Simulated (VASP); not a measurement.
A run of VASP 6.6.1 is set up as follows.

Contents of INCAR:

```
SYSTEM = Rh
ALGO = Normal
DIPOL = 0.5 0.5 0.500
EDIFF = 1E-6
ENCUT = 520
GGA = PE
IDIPOL = 3
ISIF = 2
ISMEAR = -1
LASPH = .TRUE.
LCHARG = .FALSE.
LDIPOL = .TRUE.
LREAL = .FALSE.
LWAVE = .FALSE.
NBANDS = 22
NELM = 100
PREC = Accurate
SIGMA = 0.05
```

The input KPOINTS:

```
k-points
0
G
  17 17 1
  0 0 0
```

The input POSCAR:

```
Rh
1.0
    2.7247541424      0.0000000000      0.0000000000
   -1.3623770712      2.3597063064      0.0000000000
    0.0000000000      0.0000000000     18.1930000000
Rh
2
Direct
    0.8333333333      0.1666666667      0.4416704135
    0.1666666667      0.8333333333      0.5583295865
```

Potentials or basis: VASP PAW PBE potentials, release 64 (Rh_pv).

Command:

```console
$ cat potpaw_PBE.64/Rh_pv/POTCAR > POTCAR
$ mpirun -np 1 vasp_std > vasp.out
```

Q: Predict the band gap on the k mesh.

A: Zero (bands 15 and 16 overlap by 1.55 eV).
